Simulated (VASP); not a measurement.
# BP (P6_3/mmc) in VASP: settings compared, part 2 of 2

VASP 6.6.1. Earlier steps stand in the parts before.

**3. Single point, HF**

Contents of POSCAR:

```
BP
1.0
    3.2039355360      0.0000000000      0.0000000000
   -1.6019677680      2.7746895663      0.0000000000
    0.0000000000      0.0000000000      8.4666271308
B P
2 2
Direct
    0.3333333333      0.6666666667      0.2500000000
    0.6666666667      0.3333333333      0.7500000000
    0.6666666667      0.3333333333      0.2500000000
    0.3333333333      0.6666666667      0.7500000000
```

Contents of INCAR.step1:

```
ALGO = Normal
EDIFF = 1E-5
ENCUT = 520
GGA = PE
ISIF = 2
ISMEAR = 0
LASPH = T
LCHARG = F
LREAL = F
LWAVE = T
NBANDS = 16
NELM = 80
PREC = Accurate
SIGMA = 0.01
```

Contents of INCAR.step2:

```
AEXX = 1.0
AGGAC = 0.0
ALDAC = 0.0
ALGO = Normal
EDIFF = 1E-6
ENCUT = 520
GGA = PE
ISIF = 2
ISMEAR = 0
ISTART = 1
LASPH = T
LCHARG = F
LHFCALC = T
LREAL = F
LWAVE = F
NBANDS = 16
NELM = 80
PREC = Accurate
PRECFOCK = Normal
SIGMA = 0.01
```

Contents of KPOINTS:

```
k-points
0
Gamma
  6 6 2
```

Potentials or basis: VASP PAW PBE potentials, release 64 (B, P).

Started as:

```
$ cat potpaw_PBE.64/B/POTCAR potpaw_PBE.64/P/POTCAR > POTCAR
$ cp INCAR.step1 INCAR
$ mpirun -np 1 vasp_std > vasp.out
$ cp INCAR.step2 INCAR
$ mpirun -np 1 vasp_std > vasp.out
```

It took 8.2 min on 1 thread of Intel Xeon 6975P-C (Granite Rapids), shared host; peak memory 0.2 GiB.

Results (log left out):

```yaml
Free_energy: -41.7055 eV
Pressure: 2.4 GPa
Band_gap_on_the_k_mesh: 6.38 eV, indirect (least direct gap 6.50 eV)
```

Stress tensor (GPa, compression positive):
```
2.84 0.00 0.00
0.00 2.84 0.00
0.00 0.00 1.52
```

Levels at points of the mesh, in eV from the valence-band top:
| k point | band 4 | band 5 | band 6 | band 7 | band 8 | band 9 | band 10 | band 11 | band 12 | band 13 |
| --- | --- | --- | --- | --- | --- | --- | --- | --- | --- | --- |
| (0.00, 0.00, 0.00) | -5.36 | -3.38 | -3.38 | -3.34 | -3.34 | 8.52 | 11.82 | 11.82 | 11.94 | 11.94 |
| (0.50, 0.00, 0.00) | -12.53 | -5.97 | -5.91 | -2.03 | -0.80 | 6.38 | 7.92 | 9.32 | 9.57 | 13.28 |
| (0.00, 0.00, 0.50) | -6.36 | -3.36 | -3.36 | -3.36 | -3.36 | 10.85 | 10.85 | 11.88 | 11.88 | 11.88 |
| (0.50, 0.00, 0.50) | -12.58 | -5.94 | -5.94 | -1.43 | -1.43 | 6.95 | 6.95 | 9.44 | 9.44 | 15.06 |

Caveat: the PAW data sets were made with another functional, which shifts forces and pressure a little. A k mesh can miss the band edges.

**4. Relaxation of cell and atoms, r2SCAN**

This run uses another cell than the first one, of 22.07 Å³/atom, 1.173 times its volume.

Contents of POSCAR:

```
BP
1.0
    3.2141969282      0.0000000000      0.0000000000
   -1.6070984641      2.7835761926      0.0000000000
    0.0000000000      0.0000000000      9.8653644711
B P
2 2
Direct
    0.3333333333      0.6666666667      0.2500000000
    0.6666666667      0.3333333333      0.7500000000
    0.6666666667      0.3333333333      0.2500000000
    0.3333333333      0.6666666667      0.7500000000
```

Contents of INCAR.step1:

```
ALGO     = Normal         # electronic algorithm
EDIFF    = 1E-4           # SCF threshold, eV
ENCUT    = 600            # plane-wave cutoff, eV
GGA      = PE             # functional
ISMEAR   = -1             # smearing method
LASPH    = True           # aspherical terms in the spheres
LCHARG   = False          # write CHGCAR
LREAL    = False          # projectors in reciprocal space
LWAVE    = True           # write WAVECAR
NELM     = 100            # most SCF steps
PREC     = Accurate       # precision mode
SIGMA    = 0.02           # smearing width, eV
```

Contents of INCAR.step2:

```
ALGO     = Normal         # electronic algorithm
EDIFF    = 1E-7           # SCF threshold, eV
EDIFFG   = -0.005         # ionic threshold
ENCUT    = 600            # plane-wave cutoff, eV
IBRION   = 2              # ionic algorithm
ISIF     = 3              # what is computed and relaxed
ISMEAR   = -1             # smearing method
ISTART   = 1            
LASPH    = True           # aspherical terms in the spheres
LCHARG   = False          # write CHGCAR
LMIXTAU  = True         
LREAL    = False          # projectors in reciprocal space
LWAVE    = False          # write WAVECAR
METAGGA  = R2SCAN         # meta-GGA
NELM     = 100            # most SCF steps
NSW      = 80             # ionic steps
PREC     = Accurate       # precision mode
SIGMA    = 0.02           # smearing width, eV
```

Contents of KPOINTS:

```
k-points
0
Gamma
  12 12 2
```

Started as:

```
$ cat potpaw_PBE.64/B/POTCAR potpaw_PBE.64/P/POTCAR > POTCAR
$ cp INCAR.step1 INCAR
$ mpirun -np 1 vasp_std > vasp.out
$ cp INCAR.step2 INCAR
$ mpirun -np 1 vasp_std > vasp.out
```

Wall time 23 min (1 thread of Intel Xeon 6975P-C (Granite Rapids), shared host); peak memory 0.27 GiB.

The run converged. Its results:

```yaml
Free_energy: -33.0251 eV
Relaxed_volume: 18.72 Å³/atom
Relaxed_cell: a = 3.201 Å, b = 3.201 Å, c = 8.440 Å, α = 90.00°, β = 90.00°, γ = 120.00°
Space_group_after_relaxing_to_0.05_Å: P6_3/mmc (No. 194)
Energy_gained_by_relaxing: 8.4 meV/atom
Ionic_steps: 13
Pressure_after_relaxing: 0.0 GPa
Band_gap_on_the_k_mesh: 1.07 eV, direct
```

Step by step:
```tsv
step	energy change (eV)	largest force (eV/Å)	pressure (GPa)	volume (Å³)
1	0.0000	0.0000	-1.23	88.27
2	0.0049	0.0000	1.63	86.12
3	-0.0041	0.0000	-0.11	87.40
4	-0.0048	0.0000	-0.11	87.15
5	-0.0069	0.0000	-0.11	86.42
6	-0.0113	0.0000	-0.12	84.96
7	-0.0201	0.0000	-0.11	82.03
8	-0.0329	0.0000	-0.01	76.19
9	-0.0329	0.0000	0.10	73.78
10	-0.0335	0.0000	0.03	75.10
11	-0.0335	0.0000	0.04	74.85
12	-0.0314	0.0000	-0.95	75.36
13	-0.0335	0.0000	0.01	74.87
```

Final structure:
```
B P
1.0
     3.20065    0.00000    0.00000
    -1.60032    2.77184    0.00000
     0.00000    0.00000    8.43972
B P
2 2
Direct
  0.33333 0.66667 0.25000
  0.66667 0.33333 0.75000
  0.66667 0.33333 0.25000
  0.33333 0.66667 0.75000
```

Levels at points of the mesh, in eV from the valence-band top:
```
           k point  band 6  band 7  band 8  band 9  band 10  band 11
(0.00, 0.00, 0.00)   -1.75   -1.72   -1.72    3.58     5.00     5.00
(0.50, 0.00, 0.00)   -3.82   -1.55   -0.59    1.12     2.30     3.12
(0.00, 0.00, 0.50)   -1.73   -1.73   -1.73    5.04     5.04     5.04
(0.50, 0.00, 0.50)   -3.84   -1.10   -1.10    1.62     1.62     3.21
```

Caveat: the volume moved by over 15 % at a fixed basis, so the end points are rough; the PAW data sets were made with another functional, which shifts forces and pressure a little.

**5. Single point, HSE06**

Contents of POSCAR:

```
BP
1.0
    3.2039355360      0.0000000000      0.0000000000
   -1.6019677680      2.7746895663      0.0000000000
    0.0000000000      0.0000000000      8.4666271308
B P
2 2
Direct
    0.3333333333      0.6666666667      0.2500000000
    0.6666666667      0.3333333333      0.7500000000
    0.6666666667      0.3333333333      0.2500000000
    0.3333333333      0.6666666667      0.7500000000
```

Contents of INCAR.step1:

```
PREC     = Accurate       # precision mode
ENCUT    = 520            # plane-wave cutoff, eV
EDIFF    = 1E-5           # SCF threshold, eV
ISMEAR   = 0              # smearing method
SIGMA    = 0.01           # smearing width, eV
LREAL    = F              # projectors in reciprocal space
LASPH    = T              # aspherical terms in the spheres
NELM     = 100            # most SCF steps
ALGO     = Normal         # electronic algorithm
ISIF     = 2              # what is computed and relaxed
LWAVE    = T              # write WAVECAR
LCHARG   = F              # write CHGCAR
GGA      = PE             # functional
NBANDS   = 16             # bands
```

Contents of INCAR.step2:

```
PREC     = Accurate       # precision mode
ENCUT    = 520            # plane-wave cutoff, eV
EDIFF    = 1E-6           # SCF threshold, eV
ISMEAR   = 0              # smearing method
SIGMA    = 0.01           # smearing width, eV
LREAL    = F              # projectors in reciprocal space
LASPH    = T              # aspherical terms in the spheres
NELM     = 100            # most SCF steps
ALGO     = Normal         # electronic algorithm
ISIF     = 2              # what is computed and relaxed
LWAVE    = F              # write WAVECAR
LCHARG   = F              # write CHGCAR
GGA      = PE             # functional
LHFCALC  = T              # exact exchange
HFSCREEN = 0.2079         # screening, 1/A
PRECFOCK = Normal       
ISTART   = 1            
NBANDS   = 16             # bands
```

Contents of KPOINTS:

```
Automatic mesh
0
Gamma
  6 6 2
```

Started as:

```
$ cat potpaw_PBE.64/B/POTCAR potpaw_PBE.64/P/POTCAR > POTCAR
$ cp INCAR.step1 INCAR
$ mpirun -np 1 vasp_std > vasp.out
$ cp INCAR.step2 INCAR
$ mpirun -np 1 vasp_std > vasp.out
```

Wall time 9.8 min (1 thread of Intel Xeon 6975P-C (Granite Rapids), shared host); peak memory 0.29 GiB.

The run converged. Its results:

```
Free energy            : -27.8868 eV
Pressure               : -0.5 GPa
Band gap on the k mesh : 1.34 eV, direct
```

Stress tensor (GPa, compression positive):
```
-1.02  0.00  0.00
 0.00 -1.02  0.00
 0.00  0.00  0.41
```

Levels at points of the mesh, in eV from the valence-band top:
| k point | band 4 | band 5 | band 6 | band 7 | band 8 | band 9 | band 10 | band 11 | band 12 | band 13 |
| --- | --- | --- | --- | --- | --- | --- | --- | --- | --- | --- |
| (0.00, 0.00, 0.00) | -4.07 | -2.06 | -2.06 | -2.03 | -2.03 | 3.91 | 5.54 | 5.54 | 5.61 | 5.61 |
| (0.50, 0.00, 0.00) | -9.42 | -4.24 | -4.20 | -1.67 | -0.68 | 1.44 | 2.64 | 3.52 | 3.71 | 8.06 |
| (0.00, 0.00, 0.50) | -4.80 | -2.04 | -2.04 | -2.04 | -2.04 | 5.57 | 5.57 | 5.57 | 5.57 | 5.73 |
| (0.50, 0.00, 0.50) | -9.45 | -4.22 | -4.22 | -1.21 | -1.21 | 1.94 | 1.94 | 3.61 | 3.61 | 9.32 |

Caveat: the PAW data sets were made with another functional, which shifts forces and pressure a little; this functional lacks dispersion, which binds the layers, so the pressure and a relaxed spacing across them are unreliable.

**6. Summary**

```csv
task,level,cell,k mesh,cutoff (eV),smearing,grid for exact exchange (PRECFOCK),screening parameter,gap on the mesh (eV),pressure (GPa)
single point,PBE0,"a = 3.204, b = 3.204, c = 8.467 Å, angles 90.0, 90.0, 120.0°, 4 atoms",6 × 6 × 2,520,gaussian 0.01 eV,Normal,-,1.98,-0.6
single point,HF,"a = 3.204, b = 3.204, c = 8.467 Å, angles 90.0, 90.0, 120.0°, 4 atoms",6 × 6 × 2,520,gaussian 0.01 eV,Normal,-,6.38,2.4
relaxation of cell and atoms,r2SCAN,"relaxed from a = 3.214, b = 3.214, c = 9.865 Å, angles 90.0, 90.0, 120.0°, 4 atoms",12 × 12 × 2,600,fermi-dirac 0.02 eV,-,-,1.07,0.0
single point,HSE06,"a = 3.204, b = 3.204, c = 8.467 Å, angles 90.0, 90.0, 120.0°, 4 atoms",6 × 6 × 2,520,gaussian 0.01 eV,Normal,0.2079 1/Å,1.34,-0.5
```

Alike in all rows: potentials or basis VASP PAW PBE potentials, release 64 (B, P); no spin polarisation.

On the cell as given the gap runs from 1.34 eV (HSE06) to 6.38 eV (HF). The pressure there spans -0.6 GPa (PBE0) to 2.4 GPa (HF); a positive pressure means that this level wants a larger cell, a negative one a smaller.

Caveats: the PAW data sets were made with another functional, which shifts forces and pressure a little; this functional lacks dispersion, which binds the layers, so the pressure and a relaxed spacing across them are unreliable (some runs); the volume moved by over 15 % at a fixed basis, so the end points are rough (some runs).

Absolute energies hang on the potentials; compare differences alone.
